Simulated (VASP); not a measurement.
# BAs (Pmmm) in VASP: notebook

The runs below take BAs through single point, with PBE.

All numbers are computed with VASP 6.6.1; they aren't measurements. Logs are shortened: lines on timing, memory, paths and dates and some standing lists are left out, and cuts for length are marked.

## 1. The cell of the first run

Symmetry: Pmmm, No. 47, orthorhombic system. Conventional cell: a = 2.128 Å, b = 3.174 Å, c = 4.951 Å, α = 90.00°, β = 90.00°, γ = 90.00°. B (site symmetry mmm) has 2 B at 2.13 Å and 4 As at 2.69 Å within 2.8 Å. Within 2.8 Å of As (site symmetry mmm) lie 2 As at 2.13 Å and 4 B at 2.69 Å.

## 2. Single point, PBE

Contents of INCAR:

```
PREC = Accurate ; ENCUT = 520
EDIFF = 1E-6 ; ISMEAR = 0
SIGMA = 0.015 ; LREAL = False
LASPH = True ; NELM = 100
ALGO = Normal ; ISIF = 2
LWAVE = False ; LCHARG = False
GGA = PE ; NBANDS = 11
```

Contents of KPOINTS:

```
regular mesh
0
Gamma
  12 8 6
```

Contents of POSCAR:

```
BAs
1.0
    2.1275493300      0.0000000000      0.0000000000
    0.0000000000      3.1740629400      0.0000000000
    0.0000000000      0.0000000000      4.9509801800
B As
1 1
Direct
    0.0000000000      0.5000000000      0.0000000000
    0.5000000000      0.5000000000      0.5000000000
```

Potentials or basis: VASP PAW PBE potentials, release 64 (B, As).

Command:

```
> cat potpaw_PBE.64/B/POTCAR potpaw_PBE.64/As/POTCAR > POTCAR
> mpirun -np 1 vasp_std > vasp.out
```

OUTCAR:

```text
PREC = Accurate
   ENCUT = 520
   EDIFF = 1E-6
   ISMEAR = 0
   LREAL = False
   LASPH = True
   NELM = 100
   ISIF = 2
   GGA = PE

 ion  position               nearest neighbor table
   1  0.000  0.500  0.000-
   2  0.500  0.500  0.500-

  LATTYP: Found a simple orthorhombic cell.
 ALAT       =     2.1275493300
 B/A-ratio  =     1.4918868838
 C/A-ratio  =     2.3270812621

  Lattice vectors:

 A1 = (   2.1275493300,   0.0000000000,   0.0000000000)
 A2 = (   0.0000000000,   3.1740629400,   0.0000000000)
 A3 = (   0.0000000000,   0.0000000000,   4.9509801800)

Analysis of symmetry for initial positions (statically):
=====================================================================
 Subroutine PRICEL returns:
 Original cell was already a primitive cell.

 Routine SETGRP: Setting up the symmetry group for a
 simple orthorhombic supercell.

 Subroutine GETGRP returns: Found  8 space group operations
 (whereof  8 operations were pure point group operations)
 out of a pool of  8 trial point group operations.

The static configuration has the point symmetry D_2h.

Analysis of symmetry for dynamics (positions and initial velocities):
=====================================================================
 Subroutine PRICEL returns:
 Original cell was already a primitive cell.

 Routine SETGRP: Setting up the symmetry group for a
 simple orthorhombic supercell.

 Subroutine GETGRP returns: Found  8 space group operations
 (whereof  8 operations were pure point group operations)
 out of a pool of  8 trial point group operations.

The dynamic configuration has the point symmetry D_2h.

 Subroutine INISYM returns: Found  8 space group operations
 (whereof  8 operations are pure point group operations),
 and found     1 'primitive' translations

----------------------------------------------------------------------------------------

                                     Primitive cell

  volume of cell :      33.4338

  direct lattice vectors                    reciprocal lattice vectors
     2.127549330  0.000000000  0.000000000     0.470024354  0.000000000  0.000000000
     0.000000000  3.174062940  0.000000000     0.000000000  0.315053614  0.000000000
     0.000000000  0.000000000  4.950980180     0.000000000  0.000000000  0.201980207

  length of vectors
     2.127549330  3.174062940  4.950980180     0.470024354  0.315053614  0.201980207

  position of ions in fractional coordinates (direct lattice)
     0.000000000  0.500000000  0.000000000
     0.500000000  0.500000000  0.500000000
[... 80 lines left out ...]
   NSW    =      0    number of steps for IOM
   IBRION =     -1    ionic relax: 0-MD 1-quasi-New 2-CG
   NFREE  =      0    steps in history (QN), initial steepest desc. (CG)
   ISIF   =      2    stress and relaxation
   ISYM   =      2    0-nonsym 1-usesym 2-fastsym
   POTIM  = 0.5000    time-step for ionic-motion
   TEBEG  =    0.0;   TEEND  =   0.0 temperature during run
   PSTRESS=    0.0 pullay stress
   NELECT =       8.0000    total number of electrons
   NUPDOWN=      -1.0000    fix difference up-down
   EMIN   =  10.00;   EMAX   =-10.00  energy-range for DOS
   EFERMI =   0.00;   METHOD = LEGACY
   ISMEAR =     0;   SIGMA  =   0.01  broadening in eV -4-tet -1-fermi 0-gaus
   EFERMI_NEDOS =   21; number of points for ismear=-14 and -15
   IALGO  =     38    algorithm
   IMIX   =      4    mixing-type and parameters
     AMIX     =   0.40;   BMIX     =  1.00
     AMIX_MAG =   1.60;   BMIX_MAG =  1.00
  volume/ion in A,a.u.               =      16.72       112.81
  Fermi-wavevector in a.u.,A,eV,Ry     =   1.016349  1.920620 14.054336  1.032965
  Thomas-Fermi vector in A             =   2.149687
   LORBIT       =      0    0 simple, 1 ext, 2 COOP (PROOUT), +10 PAW based schemes
   GGA     = PE    functional components
   LHFCALC =     F    Hartree Fock is set to
   AEXX    =    0.0000 exact exchange contribution
   IVDW    =     0    specifies the selected vdW correction
   LEPSILON=     F    determine dielectric tensor
   LRPA    =     F    only Hartree local field effects (RPA)
 non-spin polarized calculation
 Gauss-broadening in eV      SIGMA  =   0.01
  energy-cutoff  :      520.00
  volume of cell :       33.43
 maximum number of plane-waves:       928
 NGX is ok and might be reduce to    16
   NGX =  7   NGY = 11   NGZ = 19

 number of electron       8.0000000 magnetization

 Free energy of the ion-electron system (eV)
  ---------------------------------------------------
  ext. energy  EPLUGINS =         0.00000000
  ---------------------------------------------------
  free energy    TOTEN  =        -7.04707830 eV

  energy without entropy =       -7.04700269  energy(sigma->0) =       -7.04704049

 E-fermi :   4.3006     XC(G=0):  -9.9416

 val. band max:        4.2725563791   @ k =   0.4167   0.1250   0.3333
 cond. band min:       4.3123549064   @ k =   0.0000   0.2500   0.1667
 fundamental gap:      0.0397985273
 Fermi energy:         4.3005953833

 k-point     1 :       0.0000    0.0000    0.0000
  band No.  band energies     occupation
      1     -11.2637      2.00000
      2      -3.4526      2.00000
      3      -2.2657      2.00000
      4       3.4429      2.00000
      5       6.9452      0.00000
      6       9.4977      0.00000
      7       9.7767      0.00000
      8      15.5609      0.00000
      9      15.5958      0.00000
     10      15.6284      0.00000
     11      16.3230      0.00000
[... 309 lines left out ...]
 k-point    24 :       0.1667    0.3750    0.0000
  band No.  band energies     occupation
      1      -9.4487      2.00000
      2      -1.7824      2.00000
      3      -0.6444      2.00000
      4      -0.5046      2.00000
      5       4.1171      2.00000
      6       9.4705      0.00000
      7      10.7634      0.00000
      8      11.7364      0.00000
      9      13.8126      0.00000
     10      18.9082      0.00000
     11      19.7062      0.00000

 [... further k-points ...]
[... 5 lines left out ...]
  --------------------------------------------------------------------------------------
  -------------------------------------------------------------------------------------
  Total        6.3537941     -1.2809318     -1.3084742      0.0000000      0.0000000      0.0000000
  in kB      304.4790082    -61.3833016    -62.7031530      0.0000000      0.0000000      0.0000000
  external PRESSURE =      60.1308512 kB  Pullay stress =       0.0000000 kB

 VOLUME and BASIS-vectors are now :
 -----------------------------------------------------------------------------
  energy-cutoff  :      520.00
  volume of cell :       33.43
      direct lattice vectors                 reciprocal lattice vectors
     2.127549330  0.000000000  0.000000000     0.470024354  0.000000000  0.000000000
     0.000000000  3.174062940  0.000000000     0.000000000  0.315053614  0.000000000
     0.000000000  0.000000000  4.950980180     0.000000000  0.000000000  0.201980207

 POSITION                                       TOTAL-FORCE (eV/Angst)
 -----------------------------------------------------------------------------------
      0.00000      1.58703      0.00000         0.000000      0.000000      0.000000
      1.06377      1.58703      2.47549         0.000000      0.000000      0.000000
 -----------------------------------------------------------------------------------
    total drift:                                0.000000      0.000000      0.000000

  FREE ENERGIE OF THE ION-ELECTRON SYSTEM (eV)
  ---------------------------------------------------
  free  energy   TOTEN  =        -7.0470782958 eV

  energy  without entropy=       -7.0470026904  energy(sigma->0) =       -7.04704049
```

stdout:

```text
POSCAR found type information on POSCAR B As
 POSCAR found :  2 types and       2 ions
 scaLAPACK will be used
 LDA part: xc-table for (Slater+PW92), standard interpolation
 POSCAR, INCAR and KPOINTS ok, starting setup
 FFT: planning ... GRIDC
 FFT: planning ... GRID_SOFT
 FFT: planning ... GRID
 WAVECAR not read
 entering main loop
```

Run time: 37 s. Hardware: 1 thread of Intel Xeon 8259CL, shared host; peak memory 0.18 GiB.

What came out:

```yaml
Free_energy: -7.0471 eV
Pressure: 6.0 GPa
Band_gap_on_the_k_mesh: zero (bands 4 and 5 overlap by 4.04 eV)
```

Caveat: the stress differs along the axes, from -6 to 30 GPa; this functional lacks dispersion, which binds layers or chains, so the pressure and a relaxed spacing across them are unreliable.

## 3. Single point, PBE

Contents of INCAR:

```
ALGO     = Normal         # electronic algorithm
EDIFF    = 1E-6           # SCF threshold, eV
ENCUT    = 520            # plane-wave cutoff, eV
GGA      = PE             # functional
ISIF     = 2              # what is computed and relaxed
ISMEAR   = 0              # smearing method
LASPH    = T              # aspherical terms in the spheres
LCHARG   = F              # write CHGCAR
LREAL    = F              # projectors in reciprocal space
LWAVE    = F              # write WAVECAR
NBANDS   = 11             # bands
NELM     = 60             # most SCF steps
PREC     = Accurate       # precision mode
SIGMA    = 0.016          # smearing width, eV
```

Contents of KPOINTS:

```
k-points
0
Gamma
  12 8 6
```

POSCAR is that of step 2.

Potentials or basis: VASP PAW PBE potentials, release 64 (B, As).

Command:

```
> cat potpaw_PBE.64/B/POTCAR potpaw_PBE.64/As/POTCAR > POTCAR
> mpirun -np 1 vasp_std > vasp.out
```

OUTCAR:

```text
EDIFF = 1E-6
   ENCUT = 520
   GGA = PE
   ISIF = 2
   ISMEAR = 0
   LASPH = T
   LREAL = F
   NELM = 60
   PREC = Accurate

 ion  position               nearest neighbor table
   1  0.000  0.500  0.000-
   2  0.500  0.500  0.500-

  LATTYP: Found a simple orthorhombic cell.
 ALAT       =     2.1275493300
 B/A-ratio  =     1.4918868838
 C/A-ratio  =     2.3270812621

  Lattice vectors:

 A1 = (   2.1275493300,   0.0000000000,   0.0000000000)
 A2 = (   0.0000000000,   3.1740629400,   0.0000000000)
 A3 = (   0.0000000000,   0.0000000000,   4.9509801800)

Analysis of symmetry for initial positions (statically):
=====================================================================
 Subroutine PRICEL returns:
 Original cell was already a primitive cell.

 Routine SETGRP: Setting up the symmetry group for a
 simple orthorhombic supercell.

 Subroutine GETGRP returns: Found  8 space group operations
 (whereof  8 operations were pure point group operations)
 out of a pool of  8 trial point group operations.

The static configuration has the point symmetry D_2h.

Analysis of symmetry for dynamics (positions and initial velocities):
[... 163 lines left out ...]
 cond. band min:       4.3123207430   @ k =   0.0000   0.2500   0.1667
 fundamental gap:      0.0398121294
 Fermi energy:         4.2998280592

 k-point     1 :       0.0000    0.0000    0.0000
  band No.  band energies     occupation
      1     -11.2636      2.00000
      2      -3.4527      2.00000
      3      -2.2657      2.00000
      4       3.4430      2.00000
      5       6.9452      0.00000
      6       9.4978      0.00000
      7       9.7767      0.00000
      8      15.5609      0.00000
      9      15.5957      0.00000
     10      15.6284      0.00000
     11      16.3230      0.00000
[... 309 lines left out ...]
 k-point    24 :       0.1667    0.3750    0.0000
  band No.  band energies     occupation
      1      -9.4486      2.00000
      2      -1.7824      2.00000
      3      -0.6443      2.00000
      4      -0.5045      2.00000
      5       4.1170      2.00000
      6       9.4705      0.00000
      7      10.7634      0.00000
      8      11.7364      0.00000
      9      13.8127      0.00000
     10      18.9082      0.00000
     11      19.7062      0.00000

 [... further k-points ...]
[... 5 lines left out ...]
  --------------------------------------------------------------------------------------
  -------------------------------------------------------------------------------------
  Total        6.3546733     -1.2809343     -1.3096410     -0.0000000      0.0000000      0.0000000
  in kB      304.5211428    -61.3834176    -62.7590668     -0.0000000      0.0000000      0.0000000
  external PRESSURE =      60.1262195 kB  Pullay stress =       0.0000000 kB

 VOLUME and BASIS-vectors are now :
 -----------------------------------------------------------------------------
  energy-cutoff  :      520.00
  volume of cell :       33.43
      direct lattice vectors                 reciprocal lattice vectors
     2.127549330  0.000000000  0.000000000     0.470024354  0.000000000  0.000000000
     0.000000000  3.174062940  0.000000000     0.000000000  0.315053614  0.000000000
     0.000000000  0.000000000  4.950980180     0.000000000  0.000000000  0.201980207

 POSITION                                       TOTAL-FORCE (eV/Angst)
 -----------------------------------------------------------------------------------
      0.00000      1.58703      0.00000         0.000000      0.000000      0.000000
      1.06377      1.58703      2.47549         0.000000      0.000000      0.000000
 -----------------------------------------------------------------------------------
    total drift:                                0.000000      0.000000      0.000000

  FREE ENERGIE OF THE ION-ELECTRON SYSTEM (eV)
  ---------------------------------------------------
  free  energy   TOTEN  =        -7.0470835265 eV

  energy  without entropy=       -7.0469957961  energy(sigma->0) =       -7.04703966
```

stdout:

```text
POSCAR found type information on POSCAR B As
 POSCAR found :  2 types and       2 ions
 scaLAPACK will be used
 LDA part: xc-table for (Slater+PW92), standard interpolation
 POSCAR, INCAR and KPOINTS ok, starting setup
 FFT: planning ... GRIDC
 FFT: planning ... GRID_SOFT
 FFT: planning ... GRID
 WAVECAR not read
 entering main loop
```

It took 43 s on 1 thread of Intel Xeon 8259CL, shared host; peak memory 0.18 GiB.

Results:

* Free energy: -7.0471 eV
* Pressure: 6.0 GPa
* Band gap on the k mesh: zero (bands 4 and 5 overlap by 4.04 eV)

Stress tensor (GPa, compression positive):
```
30.45  0.00  0.00
 0.00 -6.14  0.00
 0.00  0.00 -6.28
```

Levels at points of the mesh, in eV from the Fermi level:
| k point | band 1 | band 2 | band 3 | band 4 | band 5 | band 6 | band 7 | band 8 |
| --- | --- | --- | --- | --- | --- | --- | --- | --- |
| (0.00, 0.00, 0.00) | -15.56 | -7.75 | -6.57 | -0.86 | 2.65 | 5.20 | 5.48 | 11.26 |
| (0.50, 0.00, 0.00) | -7.75 | -7.02 | -2.16 | -0.59 | 1.37 | 1.45 | 5.56 | 5.97 |
| (0.00, 0.50, 0.00) | -14.42 | -6.51 | -6.46 | -5.56 | -1.54 | 3.68 | 5.99 | 11.51 |
| (0.50, 0.50, 0.00) | -6.97 | -5.69 | -1.38 | 0.50 | 0.72 | 2.01 | 2.13 | 2.50 |
| (0.00, 0.00, 0.50) | -15.39 | -9.90 | -0.95 | -0.47 | -0.43 | 1.70 | 5.67 | 8.52 |
| (0.50, 0.00, 0.50) | -7.65 | -6.55 | -3.92 | -1.93 | 4.00 | 4.37 | 5.65 | 6.04 |
| (0.00, 0.50, 0.50) | -14.27 | -8.63 | -6.11 | -2.99 | 0.06 | 0.33 | 7.86 | 9.97 |
| (0.50, 0.50, 0.50) | -6.90 | -5.07 | -3.20 | -0.57 | 0.62 | 2.49 | 4.47 | 4.71 |

Caveat: the stress differs along the axes, from -6 to 30 GPa; this functional lacks dispersion, which binds layers or chains, so the pressure and a relaxed spacing across them are unreliable.

The gap in the log of VASP goes by the Fermi energy; the results here count the filled bands.